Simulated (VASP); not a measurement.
# Al8N7 (a cell with a defect) in VASP: single point with PBE

Aim: the single point of Al8N7 (a cell with a defect) with PBE.

All numbers are computed with VASP 6.6.1; they aren't measurements. Logs are shortened: lines on timing, memory, paths and dates and some standing lists are left out, and cuts for length are marked.

**1. The cell of the first run**

The cell holds a defect, 15 atoms: a = 5.757 Å, b = 5.757 Å, c = 5.757 Å, α = 60.00°, β = 60.00°, γ = 60.00°.

**2. Single point, PBE (atom 9 moved 0.000 of the way to it and +0.000 Å across, host rigid)**

File INCAR:

```
SYSTEM = Al8N7
PREC     = Accurate       ! precision mode
ENCUT    = 520            ! plane-wave cutoff, eV
EDIFF    = 1E-7           ! SCF threshold, eV
ISMEAR   = 0              ! smearing method
SIGMA    = 0.05           ! smearing width, eV
LREAL    = Auto         
LASPH    = .TRUE.         ! aspherical terms in the spheres
NELM     = 100            ! most SCF steps
ALGO     = Normal         ! electronic algorithm
ISIF     = 2              ! what is computed and relaxed
LWAVE    = .FALSE.        ! write WAVECAR
LCHARG   = .FALSE.        ! write CHGCAR
GGA      = PE             ! functional
NBANDS   = 42             ! bands
NELECT   = 56.0
```

File KPOINTS:

```
Automatic mesh
0
G
  4 4 4
  0 0 0
```

File POSCAR:

```
Al8N7
1.0
    0.0000000000      4.0705261175     -4.0705261175
    4.0705261175      4.0705261175      0.0000000000
    4.0705261175      0.0000000000     -4.0705261175
Al N
8 7
Direct
    0.2500000000      0.7500000000      0.2500000000
    0.2500000000      0.2500000000      0.2500000000
    0.7500000000      0.7500000000      0.2500000000
    0.7500000000      0.2500000000      0.2500000000
    0.2500000000      0.7500000000      0.7500000000
    0.2500000000      0.2500000000      0.7500000000
    0.7500000000      0.7500000000      0.7500000000
    0.7500000000      0.2500000000      0.7500000000
    0.5000000000      0.0000000000      0.0000000000
    1.0000000000      0.5000000000      0.0000000000
    1.0000000000      0.0000000000      0.0000000000
    0.5000000000      0.5000000000      0.5000000000
    0.5000000000      0.0000000000      0.5000000000
    1.0000000000      0.5000000000      0.5000000000
    1.0000000000      0.0000000000      0.5000000000
```

Potentials or basis: VASP PAW PBE potentials, release 64 (Al, N).

Launch:

```console
$ cat potpaw_PBE.64/Al/POTCAR potpaw_PBE.64/N/POTCAR > POTCAR
$ mpirun -np 1 vasp_std > vasp.out
```

OUTCAR:

```text
SYSTEM = Al8N7
   PREC = Accurate
   ENCUT = 520
   EDIFF = 1E-7
   ISMEAR = 0
   LREAL = Auto
   LASPH = .TRUE.
   NELM = 100
   ISIF = 2
   GGA = PE
   NELECT = 56.0

 ion  position               nearest neighbor table
   1  0.250  0.750  0.250-   9 2.04  11 2.04  12 2.04  14 2.04  15 2.04   5 2.88   2 2.88   3 2.88
                             5 2.88   6 2.88   7 2.88   2 2.88   4 2.88   6 2.88   3 2.88   4 2.88
   2  0.250  0.250  0.250-   9 2.04  10 2.04  13 2.04  14 2.04  15 2.04   6 2.88   1 2.88   4 2.88
                             5 2.88   6 2.88   8 2.88   1 2.88   3 2.88   5 2.88   3 2.88   4 2.88
   3  0.750  0.750  0.250-   9 2.04  10 2.04  11 2.04  12 2.04  13 2.04  14 2.04   1 2.88   4 2.88
                             7 2.88   5 2.88   7 2.88   8 2.88   2 2.88   4 2.88   8 2.88   1 2.88
   4  0.750  0.250  0.250-  10 2.04  11 2.04  12 2.04  13 2.04  15 2.04   8 2.88   2 2.88   3 2.88
                             6 2.88   7 2.88   8 2.88   1 2.88   3 2.88   7 2.88   1 2.88   2 2.88
   5  0.250  0.750  0.750-  10 2.04  11 2.04  12 2.04  13 2.04  15 2.04   7 2.88   1 2.88   6 2.88
                             1 2.88   2 2.88   3 2.88   2 2.88   6 2.88   8 2.88   3 2.88   7 2.88
   6  0.250  0.250  0.750-   9 2.04  10 2.04  11 2.04  12 2.04  13 2.04  14 2.04   2 2.88   5 2.88
                             8 2.88   1 2.88   2 2.88   4 2.88   1 2.88   5 2.88   7 2.88   4 2.88
   7  0.750  0.750  0.750-   9 2.04  10 2.04  13 2.04  14 2.04  15 2.04   8 2.88   3 2.88   5 2.88
                             1 2.88   3 2.88   4 2.88   4 2.88   6 2.88   8 2.88   1 2.88   5 2.88
   8  0.750  0.250  0.750-   9 2.04  11 2.04  12 2.04  14 2.04  15 2.04   7 2.88   4 2.88   6 2.88
                             2 2.88   3 2.88   4 2.88   3 2.88   5 2.88   7 2.88   2 2.88   5 2.88
   9  0.500  0.000  0.000-   1 2.04   2 2.04   3 2.04   6 2.04   7 2.04   8 2.04
  10  0.000  0.500  0.000-   2 2.04   3 2.04   4 2.04   5 2.04   6 2.04   7 2.04
  11  0.000  0.000  0.000-   1 2.04   3 2.04   4 2.04   5 2.04   6 2.04   8 2.04
  12  0.500  0.500  0.500-   1 2.04   3 2.04   4 2.04   5 2.04   6 2.04   8 2.04
  13  0.500  0.000  0.500-   2 2.04   3 2.04   4 2.04   5 2.04   6 2.04   7 2.04
  14  0.000  0.500  0.500-   1 2.04   2 2.04   3 2.04   6 2.04   7 2.04   8 2.04
  15  0.000  0.000  0.500-   1 2.04   2 2.04   4 2.04   5 2.04   7 2.04   8 2.04

  LATTYP: Found a face centered cubic cell.
 ALAT       =     8.1410522350

  Lattice vectors:

 A1 = (   0.0000000000,   4.0705261175,  -4.0705261175)
 A2 = (   4.0705261175,   4.0705261175,   0.0000000000)
 A3 = (   4.0705261175,   0.0000000000,  -4.0705261175)

Analysis of symmetry for initial positions (statically):
=====================================================================
 Subroutine PRICEL returns:
 Original cell was already a primitive cell.

 Routine SETGRP: Setting up the symmetry group for a
 face centered cubic supercell.

 Subroutine GETGRP returns: Found 48 space group operations
 (whereof  8 operations were pure point group operations)
 out of a pool of 48 trial point group operations.

The static configuration has the point symmetry D_2h.
 The point group associated with its full space group is O_h .

Analysis of symmetry for dynamics (positions and initial velocities):
=====================================================================
 Subroutine PRICEL returns:
 Original cell was already a primitive cell.

 Routine SETGRP: Setting up the symmetry group for a
 face centered cubic supercell.

 Subroutine GETGRP returns: Found 48 space group operations
 (whereof  8 operations were pure point group operations)
 out of a pool of 48 trial point group operations.

The dynamic configuration has the point symmetry D_2h.
 The point group associated with its full space group is O_h .

 Subroutine INISYM returns: Found 48 space group operations
 (whereof  8 operations are pure point group operations),
 and found     1 'primitive' translations

----------------------------------------------------------------------------------------

                                     Primitive cell

  volume of cell :     134.8906

  direct lattice vectors                    reciprocal lattice vectors
     0.000000000  4.070526118 -4.070526118    -0.122834244  0.122834244 -0.122834244
     4.070526118  4.070526118  0.000000000     0.122834244  0.122834244  0.122834244
     4.070526118  0.000000000 -4.070526118     0.122834244 -0.122834244 -0.122834244

[... 57 lines left out ...]
     0.000000000  0.000000000  0.000000000

 Subroutine IBZKPT returns following result:
 ===========================================

 Found      8 irreducible k-points:

 Following reciprocal coordinates:
            Coordinates               Weight
  0.000000  0.000000  0.000000      1.000000
  0.250000  0.000000  0.000000      8.000000
  0.500000  0.000000  0.000000      4.000000
  0.250000  0.250000  0.000000      6.000000
  0.500000  0.250000  0.000000     24.000000
 -0.250000  0.250000  0.000000     12.000000
  0.500000  0.500000  0.000000      3.000000
 -0.250000  0.500000  0.250000      6.000000
   k-points           NKPTS =      8   k-points in BZ     NKDIM =      8   number of bands    NBANDS=     42
   number of dos      NEDOS =    301   number of ions     NIONS =     15
   total plane-waves  NPLWV = 110592
   dimension x,y,z NGX =    48 NGY =   48 NGZ =   48
   dimension x,y,z NGXF=    96 NGYF=   96 NGZF=   96
   ions per type =               8   7
   NGX,Y,Z   is equivalent  to a cutoff of  13.86, 13.86, 13.86 a.u.
   NGXF,Y,Z  is equivalent  to a cutoff of  27.72, 27.72, 27.72 a.u.
 SYSTEM =  Al8N7
   PREC   = accura    normal or accurate (medium, high low for compatibility)
   ISTART =      0    job   : 0-new  1-cont  2-samecut
   ICHARG =      2    charge: 1-file 2-atom 10-const
   ISPIN  =      1    spin polarized calculation?
   LNONCOLLINEAR =      F non collinear calculations
   LSORBIT =      F    spin-orbit coupling
   LASPH  =      T    aspherical Exc in radial PAW
   ENCUT  =  520.0 eV  38.22 Ry    6.18 a.u.  10.70 10.70 10.70*2*pi/ulx,y,z
   NELM   =    100;   NELMIN=  2; NELMDL= -5     # of ELM steps
   EDIFF  = 0.1E-06   stopping-criterion for ELM
   LREAL  =      T    real-space projection
   EDIFFG = 0.1E-05   stopping-criterion for IOM
   NSW    =      0    number of steps for IOM
   IBRION =     -1    ionic relax: 0-MD 1-quasi-New 2-CG
   NFREE  =      0    steps in history (QN), initial steepest desc. (CG)
   ISIF   =      2    stress and relaxation
   ISYM   =      2    0-nonsym 1-usesym 2-fastsym
   POTIM  = 0.5000    time-step for ionic-motion
   TEBEG  =    0.0;   TEEND  =   0.0 temperature during run
   PSTRESS=    0.0 pullay stress
   NELECT =      56.0000    total number of electrons
   NUPDOWN=      -1.0000    fix difference up-down
   EMIN   =  10.00;   EMAX   =-10.00  energy-range for DOS
   EFERMI =   0.00;   METHOD = LEGACY
   ISMEAR =     0;   SIGMA  =   0.05  broadening in eV -4-tet -1-fermi 0-gaus
   EFERMI_NEDOS =   21; number of points for ismear=-14 and -15
   IALGO  =     38    algorithm
   IMIX   =      4    mixing-type and parameters
     AMIX     =   0.40;   BMIX     =  1.00
     AMIX_MAG =   1.60;   BMIX_MAG =  1.00
  volume/ion in A,a.u.               =       8.99        60.69
  Fermi-wavevector in a.u.,A,eV,Ry     =   1.221266  2.307858 20.292965  1.491491
  Thomas-Fermi vector in A             =   2.356454
   LORBIT       =      0    0 simple, 1 ext, 2 COOP (PROOUT), +10 PAW based schemes
   GGA     = PE    functional components
   LHFCALC =     F    Hartree Fock is set to
   AEXX    =    0.0000 exact exchange contribution
   IVDW    =     0    specifies the selected vdW correction
   LEPSILON=     F    determine dielectric tensor
   LRPA    =     F    only Hartree local field effects (RPA)
 non-spin polarized calculation
 Gauss-broadening in eV      SIGMA  =   0.05
  energy-cutoff  :      520.00
  volume of cell :      134.89
 maximum number of plane-waves:      3695
 NGX is ok and might be reduce to    48
   NGX = 21   NGY = 21   NGZ = 21

 number of electron      55.9999997 magnetization

 Free energy of the ion-electron system (eV)
  ---------------------------------------------------
  ext. energy  EPLUGINS =         0.00000000
  ---------------------------------------------------
  free energy    TOTEN  =      -132.83157992 eV

  energy without entropy =     -132.82234261  energy(sigma->0) =     -132.82696126

 E-fermi :   8.7453     XC(G=0): -11.6824

 val. band max:        8.6325507683   @ k =   0.2500   0.2500   0.0000
 cond. band min:       8.7464464657   @ k =   0.5000   0.0000   0.0000
 fundamental gap:      0.1138956974
 Fermi energy:         8.7453188326

 k-point     1 :       0.0000    0.0000    0.0000
  band No.  band energies     occupation
      1      -7.6637      2.00000
      2      -4.8867      2.00000
      3      -4.8867      2.00000
      4      -4.8867      2.00000
      5      -4.2318      2.00000
      6      -3.9835      2.00000
[... 333 lines left out ...]
     39      18.2764      0.00000
     40      18.3335      0.00000
 [bands above 40 left out]

------------------------ aborting loop because EDIFF is reached ----------------------------------------

  FORCE on cell =-STRESS in cart. coord.  units (eV):
  Direction    XX          YY          ZZ          XY          YZ          ZX
  --------------------------------------------------------------------------------------
  -------------------------------------------------------------------------------------
  Total      -36.3304567    -36.3304567    -36.3304567     -0.0000000      0.0000000      0.0000000
  in kB     -431.5188848   -431.5188848   -431.5188848     -0.0000000      0.0000000      0.0000000
  external PRESSURE =    -431.5188848 kB  Pullay stress =       0.0000000 kB

 VOLUME and BASIS-vectors are now :
 -----------------------------------------------------------------------------
  energy-cutoff  :      520.00
  volume of cell :      134.89
      direct lattice vectors                 reciprocal lattice vectors
     0.000000000  4.070526118 -4.070526118    -0.122834244  0.122834244 -0.122834244
     4.070526118  4.070526118  0.000000000     0.122834244  0.122834244  0.122834244
     4.070526118  0.000000000 -4.070526118     0.122834244 -0.122834244 -0.122834244

 POSITION                                       TOTAL-FORCE (eV/Angst)
 -----------------------------------------------------------------------------------
      4.07053      4.07053     -2.03526         2.551096     -0.000000     -0.000000
      2.03526      2.03526     -2.03526        -0.000000     -2.551096     -0.000000
      4.07053      6.10579     -4.07053        -0.000000     -0.000000      0.000000
      2.03526      4.07053     -4.07053        -0.000000     -0.000000     -2.551096
      6.10579      4.07053     -4.07053        -0.000000     -0.000000      2.551096
      4.07053      2.03526     -4.07053        -0.000000     -0.000000     -0.000000
      6.10579      6.10579     -6.10579        -0.000000      2.551096     -0.000000
      4.07053      4.07053     -6.10579        -2.551096     -0.000000     -0.000000
      0.00000      2.03526     -2.03526        -0.000000     -0.000000      0.000000
      2.03526      2.03526      0.00000        -0.000000     -0.000000      0.000000
      0.00000      0.00000      0.00000        -0.000000     -0.000000     -0.000000
      4.07053      4.07053     -4.07053        -0.000000     -0.000000     -0.000000
      2.03526      2.03526     -4.07053        -0.000000     -0.000000      0.000000
      4.07053      2.03526     -2.03526        -0.000000     -0.000000     -0.000000
      2.03526      0.00000     -2.03526        -0.000000     -0.000000     -0.000000
 -----------------------------------------------------------------------------------
    total drift:                                0.000000      0.000000     -0.000000

  FREE ENERGIE OF THE ION-ELECTRON SYSTEM (eV)
  ---------------------------------------------------
  free  energy   TOTEN  =      -132.8315799171 eV

  energy  without entropy=     -132.8223426056  energy(sigma->0) =     -132.82696126
```

Run time: 69 s. Hardware: 1 thread of Intel Xeon 6975P-C (Granite Rapids), shared host; peak memory 0.32 GiB.

What came out:

```
Free energy   : -132.8316 eV
Largest force : 2.551 eV/Å
```

Forces on the atoms (eV/Å):
```
Al   2.551  0.000  0.000
Al   0.000 -2.551  0.000
Al   0.000  0.000  0.000
Al   0.000  0.000 -2.551
Al   0.000  0.000  2.551
Al   0.000  0.000  0.000
Al   0.000  2.551  0.000
Al  -2.551  0.000  0.000
N    0.000  0.000  0.000
N    0.000  0.000  0.000
N    0.000  0.000  0.000
N    0.000  0.000  0.000
N    0.000  0.000  0.000
N    0.000  0.000  0.000
N    0.000  0.000  0.000
```

Levels at points of the mesh, in eV from the Fermi level:
```
           k point  band 26  band 27  band 28  band 29  band 30  band 31
(0.00, 0.00, 0.00)    -0.44     0.28     0.28     0.28     5.33     5.33
(0.50, 0.00, 0.00)    -0.65    -0.21     0.00     0.00     2.36     5.51
(0.50, 0.50, 0.00)    -0.69    -0.62    -0.49     0.56     2.18     4.77
```

Caveat: the cell carries a net charge on a neutralising background, which shifts energy and pressure; the cell differs from its parent crystal (atom 9 moved 0.000 of the way to it and +0.000 Å across, host rigid); the cell is charged against a uniform background, so pressure and absolute levels hang on convention.
